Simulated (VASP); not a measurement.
# Hf (Fd-3m) in VASP: a series of runs

The runs below take Hf through single point, with PBE, HSE06.

All numbers are computed with VASP 6.6.1; they aren't measurements. Logs are shortened: lines on timing, memory, paths and dates and some standing lists are left out, and cuts for length are marked.

## 1. The cell of the first run

Symmetry: Fd-3m, No. 227, cubic system. The conventional cell has a = 6.551 Å, b = 6.551 Å, c = 6.551 Å, α = 90.00°, β = 90.00°, γ = 90.00°. Hf (site symmetry -43m) has 4 Hf at 2.84 Å within 3.7 Å.

## 2. Single point, PBE

INCAR

```
SYSTEM = Hf
PREC = Accurate
ENCUT = 520
EDIFF = 1E-7
ISMEAR = -1
SIGMA = 0.1
LREAL = .False.
LASPH = .True.
NELM = 80
ALGO = Normal
ISIF = 2
LWAVE = .False.
LCHARG = .False.
GGA = PE
NBANDS = 17
```

KPOINTS

```
regular mesh
0
Gamma
  4 4 4
  0 0 0
```

POSCAR

```
Hf
1.0
    0.0000000000      3.2755266437      3.2755266437
    3.2755266437      0.0000000000      3.2755266437
    3.2755266437      3.2755266437      0.0000000000
Hf
2
Direct
    0.1250000000      0.1250000000      0.1250000000
    0.8750000000      0.8750000000      0.8750000000
```

Potentials or basis: VASP PAW PBE potentials, release 64 (Hf_pv).

On the command line:

```console
cat potpaw_PBE.64/Hf_pv/POTCAR > POTCAR
mpirun -np 1 vasp_std > vasp.out
```

OUTCAR:

```text
SYSTEM = Hf
   PREC = Accurate
   ENCUT = 520
   EDIFF = 1E-7
   ISMEAR = -1
   LREAL = .False.
   LASPH = .True.
   NELM = 80
   ISIF = 2
   GGA = PE

 ion  position               nearest neighbor table
   1  0.125  0.125  0.125-   2 2.84   2 2.84   2 2.84   2 2.84
   2  0.875  0.875  0.875-   1 2.84   1 2.84   1 2.84   1 2.84

  LATTYP: Found a face centered cubic cell.
 ALAT       =     6.5510532874

  Lattice vectors:

 A1 = (   0.0000000000,   3.2755266437,   3.2755266437)
 A2 = (   3.2755266437,   0.0000000000,   3.2755266437)
 A3 = (   3.2755266437,   3.2755266437,   0.0000000000)

Analysis of symmetry for initial positions (statically):
=====================================================================
 Subroutine PRICEL returns:
 Original cell was already a primitive cell.

 Routine SETGRP: Setting up the symmetry group for a
 face centered cubic supercell.

 Subroutine GETGRP returns: Found 48 space group operations
 (whereof 12 operations were pure point group operations)
 out of a pool of 48 trial point group operations.

The static configuration has the point symmetry D_3d.
 The point group associated with its full space group is O_h .

Analysis of symmetry for dynamics (positions and initial velocities):
=====================================================================
 Subroutine PRICEL returns:
 Original cell was already a primitive cell.

 Routine SETGRP: Setting up the symmetry group for a
 face centered cubic supercell.

 Subroutine GETGRP returns: Found 48 space group operations
 (whereof 12 operations were pure point group operations)
 out of a pool of 48 trial point group operations.

The dynamic configuration has the point symmetry D_3d.
 The point group associated with its full space group is O_h .

 Subroutine INISYM returns: Found 48 space group operations
 (whereof 12 operations are pure point group operations),
 and found     1 'primitive' translations

----------------------------------------------------------------------------------------

                                     Primitive cell

  volume of cell :      70.2867

  direct lattice vectors                    reciprocal lattice vectors
     0.000000000  3.275526644  3.275526644    -0.152647209  0.152647209  0.152647209
     3.275526644  0.000000000  3.275526644     0.152647209 -0.152647209  0.152647209
     3.275526644  3.275526644  0.000000000     0.152647209  0.152647209 -0.152647209

  length of vectors
     4.632294203  4.632294203  4.632294203     0.264392722  0.264392722  0.264392722

  position of ions in fractional coordinates (direct lattice)
     0.125000000  0.125000000  0.125000000
     0.875000000  0.875000000  0.875000000

  ion indices of the primitive-cell ions
   primitive index   ion index
                 1           1
                 2           2

----------------------------------------------------------------------------------------

 KPOINTS: regular mesh

Automatic generation of k-mesh.
 Grid dimensions read from file:
 generate k-points for:    4    4    4

 Generating k-lattice:

  Cartesian coordinates                     Fractional coordinates (reciprocal lattice)
    -0.038161802  0.038161802  0.038161802     0.250000000  0.000000000  0.000000000
     0.038161802 -0.038161802  0.038161802     0.000000000  0.250000000  0.000000000
     0.038161802  0.038161802 -0.038161802     0.000000000  0.000000000  0.250000000

  Length of vectors
     0.066098180  0.066098180  0.066098180

  Shift w.r.t. Gamma in fractional coordinates (k-lattice)
     0.000000000  0.000000000  0.000000000

 Subroutine IBZKPT returns following result:
 ===========================================

 Found      8 irreducible k-points:

 Following reciprocal coordinates:
            Coordinates               Weight
  0.000000  0.000000  0.000000      1.000000
  0.250000  0.000000  0.000000      8.000000
  0.500000  0.000000  0.000000      4.000000
  0.250000  0.250000  0.000000      6.000000
  0.500000  0.250000  0.000000     24.000000
 -0.250000  0.250000  0.000000     12.000000
  0.500000  0.500000  0.000000      3.000000
 -0.250000  0.500000  0.250000      6.000000
   k-points           NKPTS =      8   k-points in BZ     NKDIM =      8   number of bands    NBANDS=     17
   number of dos      NEDOS =    301   number of ions     NIONS =      2
   total plane-waves  NPLWV =  46656
   dimension x,y,z NGX =    36 NGY =   36 NGZ =   36
   dimension x,y,z NGXF=    72 NGYF=   72 NGZF=   72
   ions per type =               2
   NGX,Y,Z   is equivalent  to a cutoff of  12.92, 12.92, 12.92 a.u.
   NGXF,Y,Z  is equivalent  to a cutoff of  25.84, 25.84, 25.84 a.u.
 SYSTEM =  Hf
   PREC   = accura    normal or accurate (medium, high low for compatibility)
   ISTART =      0    job   : 0-new  1-cont  2-samecut
   ICHARG =      2    charge: 1-file 2-atom 10-const
   ISPIN  =      1    spin polarized calculation?
   LNONCOLLINEAR =      F non collinear calculations
   LSORBIT =      F    spin-orbit coupling
   LASPH  =      T    aspherical Exc in radial PAW
   ENCUT  =  520.0 eV  38.22 Ry    6.18 a.u.   8.61  8.61  8.61*2*pi/ulx,y,z
   NELM   =     80;   NELMIN=  2; NELMDL= -5     # of ELM steps
   EDIFF  = 0.1E-06   stopping-criterion for ELM
   LREAL  =      F    real-space projection
   EDIFFG = 0.1E-05   stopping-criterion for IOM
   NSW    =      0    number of steps for IOM
   IBRION =     -1    ionic relax: 0-MD 1-quasi-New 2-CG
   NFREE  =      0    steps in history (QN), initial steepest desc. (CG)
   ISIF   =      2    stress and relaxation
   ISYM   =      2    0-nonsym 1-usesym 2-fastsym
   POTIM  = 0.5000    time-step for ionic-motion
   TEBEG  =    0.0;   TEEND  =   0.0 temperature during run
   PSTRESS=    0.0 pullay stress
   NELECT =      20.0000    total number of electrons
   NUPDOWN=      -1.0000    fix difference up-down
   EMIN   =  10.00;   EMAX   =-10.00  energy-range for DOS
   EFERMI =   0.00;   METHOD = LEGACY
   ISMEAR =    -1;   SIGMA  =   0.10  broadening in eV -4-tet -1-fermi 0-gaus
   EFERMI_NEDOS =   21; number of points for ismear=-14 and -15
   IALGO  =     38    algorithm
   IMIX   =      4    mixing-type and parameters
     AMIX     =   0.40;   BMIX     =  1.00
     AMIX_MAG =   1.60;   BMIX_MAG =  1.00
  volume/ion in A,a.u.               =      35.14       237.16
  Fermi-wavevector in a.u.,A,eV,Ry     =   1.076780  2.034819 15.775349  1.159455
  Thomas-Fermi vector in A             =   2.212674
   LORBIT       =      0    0 simple, 1 ext, 2 COOP (PROOUT), +10 PAW based schemes
   GGA     = PE    functional components
   LHFCALC =     F    Hartree Fock is set to
   AEXX    =    0.0000 exact exchange contribution
   IVDW    =     0    specifies the selected vdW correction
   LEPSILON=     F    determine dielectric tensor
   LRPA    =     F    only Hartree local field effects (RPA)
 non-spin polarized calculation
  energy-cutoff  :      520.00
  volume of cell :       70.29
 maximum number of plane-waves:      1924
 NGX is ok and might be reduce to    36
   NGX = 17   NGY = 17   NGZ = 17

 number of electron      20.0000002 magnetization

 Free energy of the ion-electron system (eV)
  ---------------------------------------------------
  ext. energy  EPLUGINS =         0.00000000
  ---------------------------------------------------
  free energy    TOTEN  =       -14.58160076 eV

  energy without entropy =      -14.41741570  energy(sigma->0) =      -14.49950823

 E-fermi :   1.5344     XC(G=0):  -9.0576

 val. band max:        1.4777356489   @ k =   0.5000   0.0000   0.0000
 cond. band min:       1.5355943352   @ k =   0.2500   0.0000   0.0000
 fundamental gap:      0.0578586862
 Fermi energy:         1.5344125669

 k-point     1 :       0.0000    0.0000    0.0000
  band No.  band energies     occupation
      1     -29.4575      2.00000
      2     -29.4575      2.00000
      3     -29.4575      2.00000
      4     -28.8839      2.00000
      5     -28.8839      2.00000
      6     -28.8839      2.00000
      7      -3.5475      2.00000
      8       1.2551      1.88463
      9       1.2551      1.88463
     10       1.6922      0.34206
     11       1.6922      0.34206
     12       1.6922      0.34206
     13       3.5946      0.00000
     14       3.5946      0.00000
     15       3.5946      0.00000
     16       7.1296      0.00000
     17       7.1296      0.00000

 k-point     2 :       0.2500    0.0000    0.0000
  band No.  band energies     occupation
      1     -29.4894      2.00000
      2     -29.4894      2.00000
      3     -29.4511      2.00000
      4     -28.8963      2.00000
      5     -28.8505      2.00000
      6     -28.8505      2.00000
      7      -2.7578      2.00000
      8       1.0596      1.98281
      9       1.0596      1.98281
     10       1.5356      0.99409
     11       2.1069      0.00651
     12       2.1069      0.00651
     13       2.2134      0.00225
     14       3.7164      0.00000
     15       3.7164      0.00000
     16       6.8629      0.00000
     17       6.8629      0.00000

 k-point     3 :       0.5000    0.0000    0.0000
  band No.  band energies     occupation
      1     -29.5183      2.00000
      2     -29.5183      2.00000
      3     -29.4453      2.00000
      4     -28.9078      2.00000
      5     -28.8202      2.00000
      6     -28.8202      2.00000
      7      -1.4637      2.00000
      8       0.6982      1.99953
      9       1.2878      1.84342
     10       1.2878      1.84342
     11       1.4777      1.27603
     12       1.7554      0.19777
     13       1.7554      0.19777
     14       4.5742      0.00000
     15       4.5742      0.00000
     16       6.1291      0.00000
     17       6.1513      0.00000

 k-point     4 :       0.2500    0.2500    0.0000
  band No.  band energies     occupation
      1     -29.5240      2.00000
      2     -29.5240      2.00000
      3     -29.3777      2.00000
      4     -28.9735      2.00000
      5     -28.8146      2.00000
      6     -28.8146      2.00000
      7      -2.4561      2.00000
      8       0.3773      1.99998
      9       1.8367      0.09281
     10       1.8620      0.07279
     11       1.8620      0.07279
     12       1.8917      0.05459
     13       2.1859      0.00296
     14       3.8229      0.00000
     15       3.8229      0.00000
     16       5.9248      0.00000
     17       7.2921      0.00000

 k-point     5 :       0.5000    0.2500    0.0000
  band No.  band energies     occupation
      1     -29.5737      2.00000
      2     -29.5502      2.00000
      3     -29.3140      2.00000
      4     -29.0401      2.00000
      5     -28.7869      2.00000
      6     -28.7662      2.00000
      7      -0.9984      2.00000
      8       0.2671      1.99999
      9       0.8119      1.99854
     10       1.3251      1.78054
     11       1.6095      0.64137
     12       2.2716      0.00126
     13       2.6669      0.00002
     14       3.8383      0.00000
     15       4.2473      0.00000
     16       5.7520      0.00000
     17       6.3665      0.00000

 k-point     6 :      -0.2500    0.2500    0.0000
  band No.  band energies     occupation
      1     -29.5674      2.00000
      2     -29.5183      2.00000
      3     -29.3659      2.00000
      4     -28.9848      2.00000
      5     -28.8201      2.00000
      6     -28.7735      2.00000
      7      -1.6127      2.00000
      8       0.8969      1.99660
      9       0.9422      1.99465
     10       0.9558      1.99388
     11       1.4670      1.32480
     12       2.6511      0.00003
     13       2.7137      0.00002
     14       3.3716      0.00000
     15       4.3814      0.00000
     16       5.1928      0.00000
     17       7.1813      0.00000

 k-point     7 :       0.5000    0.5000    0.0000
  band No.  band energies     occupation
      1     -29.5795      2.00000
      2     -29.5795      2.00000
      3     -29.1803      2.00000
      4     -29.1803      2.00000
      5     -28.7562      2.00000
      6     -28.7562      2.00000
      7       0.2992      1.99999
      8       0.2992      1.99999
      9       0.3292      1.99999
     10       0.3292      1.99999
     11       1.8835      0.05916
     12       1.8835      0.05916
     13       3.6550      0.00000
     14       3.6550      0.00000
     15       4.9967      0.00000
     16       4.9967      0.00000
     17       6.4572      0.00000

 k-point     8 :      -0.2500    0.5000    0.2500
  band No.  band energies     occupation
      1     -29.5811      2.00000
      2     -29.5811      2.00000
      3     -29.1773      2.00000
      4     -29.1773      2.00000
      5     -28.7576      2.00000
      6     -28.7576      2.00000
      7       0.3010      1.99999
      8       0.3010      1.99999
      9       0.3148      1.99999
     10       0.3148      1.99999
     11       2.5457      0.00008
     12       2.5457      0.00008
     13       2.5985      0.00005
     14       2.5985      0.00005
     15       5.6443      0.00000
     16       5.6443      0.00000
     17       6.1310      0.00000

------------------------ aborting loop because EDIFF is reached ----------------------------------------

  FORCE on cell =-STRESS in cart. coord.  units (eV):
  Direction    XX          YY          ZZ          XY          YZ          ZX
  --------------------------------------------------------------------------------------
  -------------------------------------------------------------------------------------
  Total        0.0510937      0.0510937      0.0510937      0.0000000      0.0000000     -0.0000000
  in kB        1.1646738      1.1646738      1.1646738      0.0000000      0.0000000     -0.0000000
  external PRESSURE =       1.1646738 kB  Pullay stress =       0.0000000 kB

 VOLUME and BASIS-vectors are now :
 -----------------------------------------------------------------------------
  energy-cutoff  :      520.00
  volume of cell :       70.29
      direct lattice vectors                 reciprocal lattice vectors
     0.000000000  3.275526644  3.275526644    -0.152647209  0.152647209  0.152647209
     3.275526644  0.000000000  3.275526644     0.152647209 -0.152647209  0.152647209
     3.275526644  3.275526644  0.000000000     0.152647209  0.152647209 -0.152647209

 POSITION                                       TOTAL-FORCE (eV/Angst)
 -----------------------------------------------------------------------------------
      0.81888      0.81888      0.81888         0.000000     -0.000000      0.000000
      5.73217      5.73217      5.73217        -0.000000      0.000000     -0.000000
 -----------------------------------------------------------------------------------
    total drift:                                0.000000      0.000000      0.000000

  FREE ENERGIE OF THE ION-ELECTRON SYSTEM (eV)
  ---------------------------------------------------
  free  energy   TOTEN  =       -14.5816007631 eV

  energy  without entropy=      -14.4174156987  energy(sigma->0) =      -14.49950823
```

Wall time 7.6 s (1 thread of Intel Xeon Platinum 8559C (Emerald Rapids), shared host); peak memory 0.19 GiB.

Results:

| Property | Result |
| --- | --- |
| Free energy | -14.5816 eV |
| Pressure | 0.1 GPa |
| Band gap on the k mesh | zero (band 10 reaches 1.86 eV, above the bottom of band 11 at 1.47 eV) |

Levels at points of the mesh, in eV from the Fermi level:
| k point | band 7 | band 8 | band 9 | band 10 | band 11 | band 12 | band 13 | band 14 |
| --- | --- | --- | --- | --- | --- | --- | --- | --- |
| (0.00, 0.00, 0.00) | -5.08 | -0.28 | -0.28 | 0.16 | 0.16 | 0.16 | 2.06 | 2.06 |
| (0.50, 0.00, 0.00) | -3.00 | -0.84 | -0.25 | -0.25 | -0.06 | 0.22 | 0.22 | 3.04 |
| (0.50, 0.50, 0.00) | -1.24 | -1.24 | -1.21 | -1.21 | 0.35 | 0.35 | 2.12 | 2.12 |

Caveat: the k points lie up to 0.42 Å⁻¹ apart; spin-orbit coupling is left out, which moves the levels of the heavy elements.

## 3. Single point, HSE06

POSCAR is that of step 2.

INCAR.step1

```
SYSTEM = Hf
PREC = Accurate ; ENCUT = 520
EDIFF = 1E-5 ; ISMEAR = -1
SIGMA = 0.1 ; LREAL = .FALSE.
LASPH = .TRUE. ; NELM = 60
ALGO = Normal ; ISIF = 2
LWAVE = .TRUE. ; NBANDS = 17
GGA = PE
```

INCAR.step2

```
SYSTEM = Hf
PREC = Accurate ; ENCUT = 520
EDIFF = 1E-6 ; ISMEAR = -1
SIGMA = 0.1 ; LREAL = .FALSE.
LASPH = .TRUE. ; NELM = 60
ALGO = Normal ; ISIF = 2
LWAVE = .FALSE. ; LCHARG = .TRUE.
GGA = PE ; LHFCALC = .TRUE.
HFSCREEN = 0.2079 ; PRECFOCK = Normal
LELF = .TRUE. ; LVHAR = .TRUE.
NBANDS = 17 ; ISTART = 1
```

KPOINTS

```
Automatic mesh
0
G
  4 4 4
  0 0 0
```

Potentials or basis: VASP PAW PBE potentials, release 64 (Hf_pv).

On the command line:

```console
cat potpaw_PBE.64/Hf_pv/POTCAR > POTCAR
cp INCAR.step1 INCAR
mpirun -np 1 vasp_std > vasp.out
cp INCAR.step2 INCAR
mpirun -np 1 vasp_std > vasp.out
```

Wall time 12 min (1 thread of Intel Xeon Platinum 8559C (Emerald Rapids), shared host); peak memory 0.31 GiB.

Results (log left out):

* Free energy: -16.3322 eV
* Pressure: -0.3 GPa
* Band gap on the k mesh: zero (band 10 reaches 1.96 eV, above the bottom of band 11 at 1.43 eV)

Levels at points of the mesh, in eV from the Fermi level:
| k point | band 7 | band 8 | band 9 | band 10 | band 11 | band 12 | band 13 | band 14 |
| --- | --- | --- | --- | --- | --- | --- | --- | --- |
| (0.00, 0.00, 0.00) | -6.01 | -0.36 | -0.36 | 0.22 | 0.22 | 0.22 | 2.34 | 2.34 |
| (0.50, 0.00, 0.00) | -3.59 | -1.19 | -0.36 | -0.36 | -0.12 | 0.35 | 0.35 | 3.37 |
| (0.50, 0.50, 0.00) | -1.61 | -1.61 | -1.50 | -1.50 | 0.51 | 0.51 | 2.43 | 2.43 |

Caveat: the k points lie up to 0.42 Å⁻¹ apart; the PAW data sets were made with another functional, which shifts forces and pressure a little; spin-orbit coupling is left out, which moves the levels of the heavy elements.

## 4. Single point, PBE (volume scaled by 0.88)

INCAR

```
PREC = Accurate ; ENCUT = 520
EDIFF = 1E-6 ; ISMEAR = -1
SIGMA = 0.1 ; LREAL = F
LASPH = T ; NELM = 60
ALGO = Normal ; ISIF = 2
LWAVE = F ; LCHARG = T
GGA = PE ; LELF = T
LVHAR = T ; NBANDS = 17
```

KPOINTS

```
regular mesh
0
Gamma
  9 9 9
```

POSCAR

```
Hf
1.0
    0.0000000000      3.1388846342      3.1388846342
    3.1388846342      0.0000000000      3.1388846342
    3.1388846342      3.1388846342      0.0000000000
Hf
2
Direct
    0.1250000000      0.1250000000      0.1250000000
    0.8750000000      0.8750000000      0.8750000000
```

On the command line:

```console
cat potpaw_PBE.64/Hf_pv/POTCAR > POTCAR
mpirun -np 1 vasp_std > vasp.out
```

It took 15 s on 1 thread of Intel Xeon 6975P-C (Granite Rapids), shared host; peak memory 0.21 GiB.

The run converged. Its results:

```yaml
Free_energy: -14.4623 eV
Pressure: 3.8 GPa
Band_gap_on_the_k_mesh: zero (band 10 reaches 2.53 eV, above the bottom of band 11 at 1.81 eV)
```

Levels at points of the mesh, in eV from the Fermi level:
| k point | band 8 | band 9 | band 10 | band 11 | band 12 | band 13 |
| --- | --- | --- | --- | --- | --- | --- |
| (0.00, 0.00, 0.00) | -0.53 | -0.53 | 0.18 | 0.18 | 0.18 | 2.27 |

Caveat: spin-orbit coupling is left out, which moves the levels of the heavy elements.

## 5. Single point, PBE (volume scaled by 0.92)

INCAR

```
PREC     = Accurate       # precision mode
ENCUT    = 520            # plane-wave cutoff, eV
EDIFF    = 1E-7           # SCF threshold, eV
ISMEAR   = -1             # smearing method
SIGMA    = 0.1            # smearing width, eV
LREAL    = False          # projectors in reciprocal space
LASPH    = True           # aspherical terms in the spheres
NELM     = 100            # most SCF steps
ALGO     = Normal         # electronic algorithm
ISIF     = 2              # what is computed and relaxed
LWAVE    = False          # write WAVECAR
LCHARG   = True           # write CHGCAR
GGA      = PE             # functional
LELF     = True           # ELF
LVHAR    = True         
NBANDS   = 17             # bands
```

KPOINTS

```
Automatic mesh
0
Gamma
  9 9 9
```

POSCAR

```
Hf
1.0
    0.0000000000      3.1857405665      3.1857405665
    3.1857405665      0.0000000000      3.1857405665
    3.1857405665      3.1857405665      0.0000000000
Hf
2
Direct
    0.1250000000      0.1250000000      0.1250000000
    0.8750000000      0.8750000000      0.8750000000
```

On the command line:

```console
cat potpaw_PBE.64/Hf_pv/POTCAR > POTCAR
mpirun -np 1 vasp_std > vasp.out
```

Wall time 17 s (1 thread of Intel Xeon 6975P-C (Granite Rapids), shared host); peak memory 0.22 GiB.

It converged, with:

- Free energy: -14.5163 eV
- Pressure: 2.3 GPa
- Band gap on the k mesh: zero (band 10 reaches 2.30 eV, above the bottom of band 11 at 1.59 eV)

Levels at points of the mesh, in eV from the Fermi level:
| k point | band 8 | band 9 | band 10 | band 11 | band 12 | band 13 |
| --- | --- | --- | --- | --- | --- | --- |
| (0.00, 0.00, 0.00) | -0.43 | -0.43 | 0.17 | 0.17 | 0.17 | 2.20 |

Caveat: spin-orbit coupling is left out, which moves the levels of the heavy elements.

(Continued in part 2 of 2.)
